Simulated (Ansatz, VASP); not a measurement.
# Two plane-wave programs on InSb

File INCAR:

```
SYSTEM = InSb
  PREC = Accurate
  ENCUT = 520
  EDIFF = 1E-6
  ISMEAR = -1
  SIGMA = 0.08
  LREAL = .False.
  LASPH = .True.
  NELM = 60
  ALGO = Normal
  ISIF = 2
  LWAVE = .False.
  LCHARG = .True.
  GGA = PE
  LELF = .True.
  LVHAR = .True.
  NBANDS = 16
```

Contents of KPOINTS:

```
regular mesh
0
Gamma
  11 11 11
  0 0 0
```

POSCAR

```
InSb
1.0
    3.5334272913      0.0000000000      0.0000000000
    0.0000000000      3.5334272913      0.0000000000
    0.0000000000      0.0000000000      3.5334272913
In Sb
1 1
Direct
    0.0000000000      0.0000000000      0.0000000000
    0.5000000000      0.5000000000      0.5000000000
```

Input for Ansatz:

```yaml
crystal:
  lattice:
    - [3.5334272913, 0.0, 0.0]
    - [0.0, 3.5334272913, 0.0]
    - [0.0, 0.0, 3.5334272913]
  atoms:
    - { symbol: In, position: [0.0, 0.0, 0.0] }
    - { symbol: Sb, position: [0.5, 0.5, 0.5] }
kpoints:
  mp_grid: { grid: [11, 11, 11] }
scf:
  occupations: { method: fermi_dirac, width: 0.08 }
hamiltonian:
  xc: pbe
  pseudopotentials: { kind: paw }
output:
  forces: true
  stress: true
  eigenvalues: true
  populations: true
  write_density: true
  write_potential: true
  elf: true
  volumetric_format: npy
```

Change from the starting cell: volume scaled by 0.8, PAW files.

Alike in both runs: task single point; functional PBE; k mesh 11 × 11 × 11; occupations fermi-dirac, width 0.08 eV; no spin polarisation.

|  | VASP | Ansatz |
| --- | --- | --- |
| version | VASP 6.6.1 | Ansatz 0.2.0 |
| potentials or method | VASP PAW PBE potentials, release 64 (In_d, Sb) | PAW with Ansatz's default frozen-core files, scalar-relativistic |
| plane-wave cutoff (eV) | 520 | 420 |
| valence electrons in the cell | 18 | 28 |

|  | VASP | Ansatz | Ansatz less VASP |
| --- | --- | --- | --- |
| pressure (GPa) | 17.2 | 17.2 | +0.05 |

VASP's potentials hold 18 valence electrons a cell and Ansatz's 28, so a difference there can come from the potentials and not from the codes.

Spin-orbit coupling is off throughout.
